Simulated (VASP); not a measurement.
# SrHfBr6 (Fm-3m) in VASP: settings compared, part 2 of 2

VASP 6.6.1.

## 3. Single point, r2SCAN+rVV10

This run uses another cell than the first one, of 43.95 Å³/atom.

Input file POSCAR:

```
SrHfBr6
1.0
    0.0000000000      5.6019312999      5.6019312999
    5.6019312999      0.0000000000      5.6019312999
    5.6019312999      5.6019312999      0.0000000000
Sr Hf Br
1 1 6
Direct
    0.5000000000      0.5000000000      0.5000000000
    0.0000000000      0.0000000000      0.0000000000
    0.7682867800      0.2317132200      0.2317132200
    0.2317132200      0.7682867800      0.7682867800
    0.2317132200      0.7682867800      0.2317132200
    0.7682867800      0.2317132200      0.7682867800
    0.2317132200      0.2317132200      0.7682867800
    0.7682867800      0.7682867800      0.2317132200
```

Input file INCAR.step1:

```
ALGO     = Normal         # electronic algorithm
EDIFF    = 1E-4           # SCF threshold, eV
ENCUT    = 520            # plane-wave cutoff, eV
GGA      = PE             # functional
ISMEAR   = -1             # smearing method
LASPH    = T              # aspherical terms in the spheres
LCHARG   = F              # write CHGCAR
LREAL    = F              # projectors in reciprocal space
LWAVE    = T              # write WAVECAR
NBANDS   = 41             # bands
NELM     = 100            # most SCF steps
PREC     = Accurate       # precision mode
SIGMA    = 0.03           # smearing width, eV
```

Input file INCAR.step2:

```
ALGO     = Normal         # electronic algorithm
BPARAM   = 11.95        
CPARAM   = 0.0093       
EDIFF    = 1E-6           # SCF threshold, eV
ENCUT    = 520            # plane-wave cutoff, eV
ISIF     = 2              # what is computed and relaxed
ISMEAR   = -1             # smearing method
ISTART   = 1            
IVDW_NL  = 2            
LASPH    = T              # aspherical terms in the spheres
LCHARG   = F              # write CHGCAR
LMIXTAU  = T            
LREAL    = F              # projectors in reciprocal space
LUSE_VDW = T            
LWAVE    = F              # write WAVECAR
METAGGA  = R2SCAN         # meta-GGA
NBANDS   = 41             # bands
NELM     = 100            # most SCF steps
PREC     = Accurate       # precision mode
SIGMA    = 0.03           # smearing width, eV
```

Input file KPOINTS:

```
k-points
0
Gamma
  4 4 4
```

Potentials or basis: VASP PAW PBE potentials, release 64 (Sr_sv, Hf_pv, Br).

Started as:

```
> cat potpaw_PBE.64/Sr_sv/POTCAR potpaw_PBE.64/Hf_pv/POTCAR potpaw_PBE.64/Br/POTCAR > POTCAR
> cp INCAR.step1 INCAR
> mpirun -np 1 vasp_std > vasp.out
> cp INCAR.step2 INCAR
> mpirun -np 1 vasp_std > vasp.out
```

OUTCAR:

```text
BPARAM = 11.95
   EDIFF = 1E-6
   ENCUT = 520
   ISIF = 2
   ISMEAR = -1
   ISTART = 1
   IVDW_NL = 2
   LASPH = T
   LREAL = F
   METAGGA = R2SCAN
   NELM = 100
   PREC = Accurate

 ion  position               nearest neighbor table
   1  0.500  0.500  0.500-   3 3.01   4 3.01   5 3.01   6 3.01   7 3.01   8 3.01
   2  0.000  0.000  0.000-   3 2.60   4 2.60   5 2.60   6 2.60   7 2.60   8 2.60
   3  0.768  0.232  0.232-   2 2.60   1 3.01
   4  0.232  0.768  0.768-   2 2.60   1 3.01
[... 550 lines left out ...]
  Total       -0.2173032     -0.2173032     -0.2173032      0.0000000     -0.0000000      0.0000000
  in kB       -0.9902240     -0.9902240     -0.9902240      0.0000000     -0.0000000      0.0000000
  external PRESSURE =      -0.9902240 kB  Pullay stress =       0.0000000 kB

 VOLUME and BASIS-vectors are now :
 -----------------------------------------------------------------------------
  energy-cutoff  :      520.00
  volume of cell :      351.60
      direct lattice vectors                 reciprocal lattice vectors
     0.000000000  5.601931300  5.601931300    -0.089254932  0.089254932  0.089254932
     5.601931300  0.000000000  5.601931300     0.089254932 -0.089254932  0.089254932
     5.601931300  5.601931300  0.000000000     0.089254932  0.089254932 -0.089254932

 POSITION                                       TOTAL-FORCE (eV/Angst)
 -----------------------------------------------------------------------------------
      5.60193      5.60193      5.60193         0.000000      0.000000     -0.000000
      0.00000      0.00000      0.00000        -0.000000      0.000000     -0.000000
      2.59608      5.60193      5.60193        -0.075072      0.000000      0.000000
      8.60778      5.60193      5.60193         0.075072      0.000000      0.000000
      5.60193      2.59608      5.60193         0.000000     -0.075072      0.000000
      5.60193      8.60778      5.60193         0.000000      0.075072      0.000000
      5.60193      5.60193      2.59608         0.000000      0.000000     -0.075072
      5.60193      5.60193      8.60778         0.000000      0.000000      0.075072
 -----------------------------------------------------------------------------------
    total drift:                                0.000000      0.000000      0.000000

  FREE ENERGIE OF THE ION-ELECTRON SYSTEM (eV)
  ---------------------------------------------------
  free  energy   TOTEN  =      -152.2578664758 eV

  energy  without entropy=     -152.2578664758  energy(sigma->0) =     -152.25786648
```

OSZICAR.step1:

```text
N       E                     dE             d eps       ncg     rms          rms(c)
DAV:   1     0.444126633983E+03    0.44413E+03   -0.26324E+04   704   0.125E+03
DAV:   2     0.100751240862E+02   -0.43405E+03   -0.42120E+03   883   0.257E+02
DAV:   3    -0.352254219710E+02   -0.45301E+02   -0.45082E+02   928   0.786E+01
DAV:   4    -0.364238555224E+02   -0.11984E+01   -0.11944E+01   952   0.135E+01
DAV:   5    -0.364783244246E+02   -0.54469E-01   -0.54458E-01  1016   0.167E+00    0.436E+01
DAV:   6    -0.343496454749E+02    0.21287E+01   -0.40242E+00   776   0.731E+00    0.328E+01
DAV:   7    -0.343441933397E+02    0.54521E-02   -0.16246E+00   806   0.536E+00    0.739E+00
DAV:   8    -0.342906986759E+02    0.53495E-01   -0.23063E-01   800   0.219E+00    0.131E+00
DAV:   9    -0.342862833896E+02    0.44153E-02   -0.49234E-02   759   0.944E-01    0.749E-01
DAV:  10    -0.342859375506E+02    0.34584E-03   -0.54517E-03   767   0.324E-01    0.425E-01
DAV:  11    -0.342859490240E+02   -0.11473E-04   -0.61404E-04   790   0.116E-01
   1 F= -.34285949E+02 E0= -.34285949E+02  d E =-.256922E-10
```

Wall time 26 min (1 thread of Oxide Virtual Turin-like, shared host); peak memory 1.3 GiB.

What came out:

```yaml
Free_energy: -152.2579 eV
Pressure: -0.1 GPa
Largest_force: 0.075 eV/Å
Band_gap_on_the_k_mesh: 3.33 eV
```

Forces on the atoms (eV/Å):
```
Sr   0.000  0.000  0.000
Hf   0.000  0.000  0.000
Br  -0.075  0.000  0.000
Br   0.075  0.000  0.000
Br   0.000 -0.075  0.000
Br   0.000  0.075  0.000
Br   0.000  0.000 -0.075
Br   0.000  0.000  0.075
```

Levels at points of the mesh, in eV from the valence-band top:
```tsv
k point	band 28	band 29	band 30	band 31	band 32	band 33	band 34	band 35
(0.00, 0.00, 0.00)	-0.55	0.00	0.00	0.00	3.33	3.33	3.33	5.29
(0.50, 0.00, 0.00)	-0.51	-0.30	-0.30	-0.20	3.62	3.74	3.74	6.05
(0.50, 0.50, 0.00)	-0.64	-0.59	-0.59	0.00	3.34	3.94	3.94	4.95
```

Caveat: the PAW data sets were made with another functional, which shifts forces and pressure a little; spin-orbit coupling is left out, which moves the levels of the heavy elements. A k mesh can miss the band edges.
